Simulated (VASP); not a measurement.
Write the native input for VASP 6.6.1 that does the following.

```yaml
Task: single point
Functional: HSE06
Potentials_or_basis: VASP PAW PBE potentials, release 64 (Ce, O)
Cutoff: 520 eV
k_mesh: 4 × 4 × 4
Occupations: fermi-dirac, width 0.05 eV
Spin: no spin polarisation
Dipole_correction: no
Grid_for_exact_exchange_PRECFOCK: Normal
Further_INCAR_settings: ALGO = Normal; EDIFF = 1e-06; NBANDS = 19
Share_of_exact_exchange: 0.25
Screening_parameter: 0.2079 1/Å
```

CeO2 (fluorite type):

```xyz
3
Lattice="0.0000 2.6837 2.6837 2.6837 0.0000 2.6837 2.6837 2.6837 0.0000" Properties=species:S:1:pos:R:3 pbc="T T T"
Ce    0.0000    0.0000    0.0000
O     1.3419    1.3419    1.3419
O     4.0256    4.0256    4.0256
```

The input as run:

POSCAR

```
CeO2
1.0
    0.0000000000      2.6837198729      2.6837198729
    2.6837198729      0.0000000000      2.6837198729
    2.6837198729      2.6837198729      0.0000000000
Ce O
1 2
Direct
    0.0000000000      0.0000000000      0.0000000000
    0.2500000000      0.2500000000      0.2500000000
    0.7500000000      0.7500000000      0.7500000000
```

INCAR.step1

```
SYSTEM = CeO2
PREC = Accurate ; ENCUT = 520
EDIFF = 1E-5 ; ISMEAR = -1
SIGMA = 0.05 ; LREAL = .FALSE.
LASPH = .TRUE. ; NELM = 100
ALGO = Normal ; ISIF = 2
LWAVE = .TRUE. ; NBANDS = 19
GGA = PE
```

INCAR.step2

```
SYSTEM = CeO2
PREC = Accurate ; ENCUT = 520
EDIFF = 1E-6 ; ISMEAR = -1
SIGMA = 0.05 ; LREAL = .FALSE.
LASPH = .TRUE. ; NELM = 100
ALGO = Normal ; ISIF = 2
LWAVE = .FALSE. ; LCHARG = .TRUE.
GGA = PE ; LHFCALC = .TRUE.
HFSCREEN = 0.2079 ; PRECFOCK = Normal
LELF = .TRUE. ; LVHAR = .TRUE.
NBANDS = 19 ; ISTART = 1
```

KPOINTS

```
regular mesh
0
G
  4 4 4
  0 0 0
```

Potentials or basis: VASP PAW PBE potentials, release 64 (Ce, O).

The run is started by

```console
$ cat potpaw_PBE.64/Ce/POTCAR potpaw_PBE.64/O/POTCAR > POTCAR
$ cp INCAR.step1 INCAR
$ mpirun -np 1 vasp_std > vasp.out
$ cp INCAR.step2 INCAR
$ mpirun -np 1 vasp_std > vasp.out
```

It gave:

```
Pressure               : 3.3 GPa
Band gap on the k mesh : 3.65 eV (least direct gap 3.84 eV)
```

Caveat: the k points lie up to 0.51 Å⁻¹ apart; the PAW data sets were made with another functional, which shifts forces and pressure a little; spin-orbit coupling is left out, which moves the levels of the heavy elements.

It took 6.1 min on 1 thread of Intel(R) Xeon(R) 6975P-C (Granite Rapids) (shared host), peak memory 0.27 GiB.
